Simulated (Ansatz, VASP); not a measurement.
Two plane-wave programs on BaSc4

```
CELL_PARAMETERS angstrom
5.47709 0.00000 0.00000
0.00000 5.47709 0.00000
0.00000 0.00000 5.47709
ATOMIC_POSITIONS crystal
Ba 0.00000 0.00000 0.00000
Sc 0.00000 0.50000 0.50000
Sc 0.50000 0.00000 0.50000
Sc 0.50000 0.50000 0.00000
Sc 0.50000 0.50000 0.50000
```

Alike in both runs: task single point; functional PBE; k mesh 4 × 4 × 4; occupations gaussian, width 0.1 eV; collinear spin.

|  | VASP | Ansatz |
| --- | --- | --- |
| version | VASP 6.6.1 | Ansatz 0.2.0 |
| potentials or method | VASP PAW PBE potentials, release 64 (Ba_sv, Sc_sv), cutoff 520 eV | scalar-relativistic, plane waves, PAW |
| valence electrons in the cell | 54 | 54 |

```tsv
	VASP	Ansatz	Ansatz less VASP
gap on the k mesh at the Fermi level (eV)	none	none	-
pressure (GPa)	0.5	0.4	-0.09
net moment per atom (μB)	0.00	0.00	0.000
```

A gap of «none» marks a metal or a gap that the smearing closes. Ansatz's warnings: seeded moment not kept.

Neither program's run includes spin-orbit coupling.
